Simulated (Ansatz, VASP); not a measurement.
# Two plane-wave programs on GaP

```xyz
2
Lattice="0.0000 2.7532 2.7532 2.7532 0.0000 2.7532 2.7532 2.7532 0.0000" Properties=species:S:1:pos:R:3 pbc="T T T"
Ga    0.0000    0.0000    0.0000
P     4.1298    4.1298    4.1298
```

Alike in both runs: task single point; functional r2SCAN; k mesh 8 × 8 × 8; occupations gaussian, width 0.05 eV; no spin polarisation.

|  | VASP | Ansatz |
| --- | --- | --- |
| version | VASP 6.6.1 | Ansatz 0.2.0 |
| potentials or method | VASP PAW PBE potentials, release 64 (Ga_d, P), cutoff 550 eV | scalar-relativistic, plane waves, PAW |
| valence electrons in the cell | 18 | 18 |

VASP gave:

```
gap on the k mesh at the Fermi level (eV) : 1.94
least direct gap on the mesh (eV)         : 2.08
pressure (GPa)                            : -2.5
```

Question: What did Ansatz give for the same quantities?

Answer: gap on the k mesh at the Fermi level (eV): 1.94; least direct gap on the mesh (eV): 2.10; pressure (GPa): -2.5.

VASP's potentials were made for PBE, not for r2SCAN.
